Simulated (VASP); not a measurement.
Write the native input for VASP 6.6.1 that does the following.

* Task: single point
* Functional: PBE
* Potentials or basis: VASP PAW PBE potentials, release 64 (Cd, Se)
* Cutoff: 500 eV
* k mesh: 4 × 4 × 4
* Occupations: gaussian, width 0.01 eV
* Spin: no spin polarisation
* Dipole correction: no
* Further INCAR settings: ALGO = Normal; EDIFF = 1e-06; NBANDS = 16

The structure of CdSe lies in POSCAR:

```
CdSe
1.0
    0.0000000000      3.1904922036      3.1904922036
    3.1904922036      0.0000000000      3.1904922036
    3.1904922036      3.1904922036      0.0000000000
Cd Se
1 1
Direct
    0.0000000000      0.0000000000      0.0000000000
    0.2500000000      0.2500000000      0.2500000000
```

This cell differs from its parent crystal: strain +4.0%.

These files were run (other wordings do the same):

INCAR

```
SYSTEM = CdSe
ALGO = Normal
EDIFF = 1E-6
ENCUT = 500
GGA = PE
GGA_COMPAT = .False.
ISIF = 2
ISMEAR = 0
LASPH = .True.
LCHARG = .False.
LREAL = .False.
LWAVE = .False.
NBANDS = 16
NELM = 120
PREC = Accurate
SIGMA = 0.01
```

KPOINTS

```
k-points
0
Gamma
  4 4 4
  0 0 0
```

Potentials or basis: VASP PAW PBE potentials, release 64 (Cd, Se).

Command:

```sh
$ cat potpaw_PBE.64/Cd/POTCAR potpaw_PBE.64/Se/POTCAR > POTCAR
$ mpirun -np 1 vasp_std > vasp.out
```

Results of the run:

The pressure is -2.9 GPa. The band gap on the k mesh is 0.29 eV, direct.

Caveat: the k points lie up to 0.43 Å⁻¹ apart; the cell differs from its parent crystal (strain +4.0%).

It took 8.7 s on 1 thread of AMD EPYC 7R13 Processor (Zen 3), with other jobs on the host, peak memory 0.17 GiB.
